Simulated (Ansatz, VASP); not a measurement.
# One calculation of Rh, two programs

Contents of POSCAR:

```
Rh
1.0
    0.0000000000      1.9008071574      1.9008071574
    1.9008071574      0.0000000000      1.9008071574
    1.9008071574      1.9008071574      0.0000000000
Rh
1
Direct
    0.0000000000      0.0000000000      0.0000000000
```

File INCAR.step1:

```
SYSTEM = Rh
PREC = Accurate
ENCUT = 680
ISMEAR = -1
SIGMA = 0.1
LREAL = .False.
LASPH = .True.
NELM = 120
NBANDS = 14
GGA = PE
ALGO = Normal
EDIFF = 1E-5
LWAVE = .True.
LCHARG = .False.
GGA_COMPAT = .False.
```

INCAR.step2

```
SYSTEM = Rh
PREC = Accurate
ENCUT = 680
EDIFF = 1E-6
ISMEAR = -1
SIGMA = 0.1
LREAL = .False.
LASPH = .True.
NELM = 120
ALGO = Normal
ISIF = 2
LWAVE = .False.
LCHARG = .True.
METAGGA = R2SCAN
LMIXTAU = .True.
LELF = .True.
LVHAR = .True.
NBANDS = 14
ISTART = 1
GGA_COMPAT = .False.
```

Contents of KPOINTS:

```
Automatic mesh
0
Gamma
  9 9 9
  0 0 0
```

Input for Ansatz:

```yaml
crystal:
  lattice:
    - [0.0, 1.9008071574, 1.9008071574]
    - [1.9008071574, 0.0, 1.9008071574]
    - [1.9008071574, 1.9008071574, 0.0]
  atoms:
    - { symbol: Rh, position: [0.0, 0.0, 0.0] }
hamiltonian:
  xc: r2scan
  pseudopotentials:
    kind: paw
    azcp:
      Rh: "pseudopotentials/Rh.paw.azcp"
basis:
  ecutwfc: 500
  fft_grid_basis: typed
kpoints:
  mp_grid: { grid: [9, 9, 9], shift: [0, 0, 0] }
magnetization:
  spin_polarized: false
scf:
  occupations: { method: fermi_dirac, width: 0.1 }
  lower_state_search: "off"
output:
  stress: true
```

Alike in both runs: task single point; functional r2SCAN; k mesh 9 × 9 × 9; occupations fermi-dirac, width 0.1 eV; no spin polarisation.

```csv
,VASP,Ansatz
version,VASP 6.6.1,Ansatz 0.2.0
potentials or method,"VASP PAW PBE potentials, release 64 (Rh_sv_GW), cutoff 680 eV","plane waves (500 eV) with PAW, scalar-relativistic"
valence electrons in the cell,17,17
```

```csv
,VASP,Ansatz,Ansatz less VASP
pressure (GPa),0.2,0.1,-0.06
```

VASP's potentials were made for PBE, not for r2SCAN.
